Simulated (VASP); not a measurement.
# Al (P6_3/mmc) in VASP: a series of runs, part 2 of 2

VASP 6.6.1. Earlier steps stand in the parts before.

## Step 4: Single point, PBE+D3(BJ) (15.60 Å³/atom)

This run uses another cell than the first one, of 15.60 Å³/atom.

Contents of INCAR:

```
PREC = Accurate
ENCUT = 520
EDIFF = 1E-6
ISMEAR = 0
SIGMA = 0.15
LREAL = False
LASPH = True
NELM = 60
ALGO = Fast
ISIF = 2
LWAVE = False
LCHARG = False
GGA = PE
IVDW = 12
NBANDS = 14
```

Contents of KPOINTS:

```
Automatic mesh
0
Gamma
  18 18 6
```

Contents of POSCAR:

```
Al
1.0
    2.8754692002      0.0000000000      0.0000000000
   -1.4377346001      2.4902293751      0.0000000000
    0.0000000000      0.0000000000      8.7138218642
Al
4
Direct
    0.0000000000      0.0000000000      0.0000000000
    0.3333333333      0.6666666667      0.2500000000
    0.0000000000      0.0000000000      0.5000000000
    0.6666666667      0.3333333333      0.7500000000
```

Potentials or basis: VASP PAW PBE potentials, release 64 (Al).

Run with:

```console
cat potpaw_PBE.64/Al/POTCAR > POTCAR
mpirun -np 1 vasp_std > vasp.out
```

OUTCAR:

```text
PREC = Accurate
   ENCUT = 520
   EDIFF = 1E-6
   ISMEAR = 0
   LREAL = False
   LASPH = True
   NELM = 60
   ISIF = 2
   GGA = PE
   IVDW = 12
 IVDW          = 12

 ion  position               nearest neighbor table
   1  0.000  0.000  0.000-   2 2.74   4 2.74   2 2.74   4 2.74   4 2.74   2 2.74
   2  0.333  0.667  0.250-   1 2.74   3 2.74   1 2.74   3 2.74   1 2.74   3 2.74
   3  0.000  0.000  0.500-   2 2.74   4 2.74   2 2.74   4 2.74   4 2.74   2 2.74
   4  0.667  0.333  0.750-   1 2.74   3 2.74   1 2.74   3 2.74   1 2.74   3 2.74

  LATTYP: Found a hexagonal cell.
 ALAT       =     2.8754692002
 C/A-ratio  =     3.0304000000

  Lattice vectors:

 A1 = (   2.8754692002,   0.0000000000,   0.0000000000)
 A2 = (  -1.4377346001,   2.4902293751,   0.0000000000)
 A3 = (   0.0000000000,   0.0000000000,   8.7138218642)

Analysis of symmetry for initial positions (statically):
=====================================================================
 Subroutine PRICEL returns:
 Original cell was already a primitive cell.

 Routine SETGRP: Setting up the symmetry group for a
 hexagonal supercell.

[... 192 lines left out ...]
     10      18.7587      0.00000
     11      18.7587      0.00000
     12      19.8645      0.00000
     13      19.8648      0.00000
     14      20.1123      0.00000
[... 377 lines left out ...]
      1       1.9085      2.00000
      2       3.7339      2.00000
      3       3.7596      2.00000
      4       4.4345      2.00000
      5       6.2976      2.00000
      6       6.3507      2.00000
      7       8.8126      0.05098
      8       9.6792      0.00000
      9      10.7745      0.00000
     10      11.1993      0.00000
     11      12.3843      0.00000
     12      12.6174      0.00000
     13      13.0774      0.00000
     14      17.2488      0.00000

 [... further k-points ...]

------------------------ aborting loop because EDIFF is reached ----------------------------------------

 Edisp (eV)   -1.42649

 E8    (eV) :    -0.6385

  FORCE on cell =-STRESS in cart. coord.  units (eV):
  Direction    XX          YY          ZZ          XY          YZ          ZX
  --------------------------------------------------------------------------------------
  -------------------------------------------------------------------------------------
  Total      -0.06563    -0.06563     2.59411     0.00000     0.00000     0.00000
  in kB      -1.68519    -1.68519    66.61036     0.00000     0.00000     0.00000
  external pressure =       21.08 kB  Pullay stress =        0.00 kB

 VOLUME and BASIS-vectors are now :
 -----------------------------------------------------------------------------
  energy-cutoff  :      520.00
  volume of cell :       62.40
      direct lattice vectors                 reciprocal lattice vectors
     2.875469200  0.000000000  0.000000000     0.347769331  0.200784717  0.000000000
    -1.437734600  2.490229375  0.000000000     0.000000000  0.401569434  0.000000000
     0.000000000  0.000000000  8.713821864     0.000000000  0.000000000  0.114760207

 POSITION                                       TOTAL-FORCE (eV/Angst)
 -----------------------------------------------------------------------------------
      0.00000      0.00000      0.00000        -0.000000      0.000000     -0.000000
     -0.00000      1.66015      2.17846        -0.000000      0.000000      0.000000
      0.00000      0.00000      4.35691        -0.000000      0.000000     -0.000000
      1.43773      0.83008      6.53537         0.000000     -0.000000      0.000000
 -----------------------------------------------------------------------------------
    total drift:                               -0.000000      0.000000      0.000000

  FREE ENERGIE OF THE ION-ELECTRON SYSTEM (eV)
  ---------------------------------------------------
  free  energy   TOTEN  =       -16.2344588232 eV

  energy  without entropy=      -16.2167644716  energy(sigma->0) =      -16.22561165
```

OSZICAR:

```text
N       E                     dE             d eps       ncg     rms          rms(c)
DAV:   1     0.698106675064E+01    0.69811E+01   -0.41467E+03  4144   0.658E+02
DAV:   2    -0.142190172242E+02   -0.21200E+02   -0.19553E+02  5456   0.917E+01
DAV:   3    -0.149019874008E+02   -0.68297E+00   -0.67721E+00  5450   0.133E+01
DAV:   4    -0.149063958343E+02   -0.44084E-02   -0.44080E-02  5036   0.134E+00
DAV:   5    -0.149064473043E+02   -0.51470E-04   -0.51469E-04  5334   0.148E-01    0.281E+00
RMM:   6    -0.148490950772E+02    0.57352E-01   -0.46721E-03  4170   0.404E-01    0.164E+00
RMM:   7    -0.148082540366E+02    0.40841E-01   -0.13363E-02  4275   0.657E-01    0.192E-01
RMM:   8    -0.148079648926E+02    0.28914E-03   -0.70954E-04  4455   0.177E-01    0.193E-02
RMM:   9    -0.148079708621E+02   -0.59695E-05   -0.10719E-04  4749   0.724E-02    0.339E-02
RMM:  10    -0.148079720204E+02   -0.11583E-05   -0.13050E-05  4839   0.245E-02    0.569E-02
RMM:  11    -0.148079691978E+02    0.28226E-05   -0.31361E-06  4366   0.110E-02    0.557E-02
RMM:  12    -0.148079679047E+02    0.12930E-05   -0.73799E-07  3152   0.593E-03    0.237E-02
RMM:  13    -0.148079677575E+02    0.14721E-06   -0.26465E-07  2477   0.339E-03
   1 F= -.16234459E+02 E0= -.16225612E+02  d E =-.176944E-01
```

stdout:

```text
POSCAR found type information on POSCAR Al
 POSCAR found :  1 types and       4 ions
 scaLAPACK will be used
 LDA part: xc-table for (Slater+PW92), standard interpolation
 POSCAR, INCAR and KPOINTS ok, starting setup
 FFT: planning ... GRIDC
 FFT: planning ... GRID_SOFT
 FFT: planning ... GRID
 WAVECAR not read
 entering main loop
```

Wall time 73 s (1 thread of AMD EPYC 9R45 (Zen 5), shared host); peak memory 0.22 GiB.

Results:

| Quantity | Value |
| --- | --- |
| Free energy | -16.2345 eV |
| Pressure | 2.1 GPa |
| Band gap on the k mesh | zero (bands 6 and 7 overlap by 6.94 eV) |
| Dispersion energy per atom | -0.357 eV |

## Step 5: The runs side by side

```tsv
cell	gap on the mesh (eV)	pressure (GPa)
a = 2.726, b = 2.726, c = 9.542 Å, angles 90.0, 90.0, 120.0°, 4 atoms	none	3.6
a = 2.814, b = 2.814, c = 8.949 Å, angles 90.0, 90.0, 120.0°, 4 atoms	none	3.0
a = 2.875, b = 2.875, c = 8.714 Å, angles 90.0, 90.0, 120.0°, 4 atoms	none	2.1
```

Alike in all rows: task single point; level PBE+D3(BJ); potentials or basis VASP PAW PBE potentials, release 64 (Al); no spin polarisation; k mesh 18 × 18 × 6; cutoff (eV) 520; smearing gaussian 0.15 eV.

Caveats: the cell stands under pressure (at least some runs).

Total energies depend on the potentials used, so only differences within one code and one set of settings carry meaning.
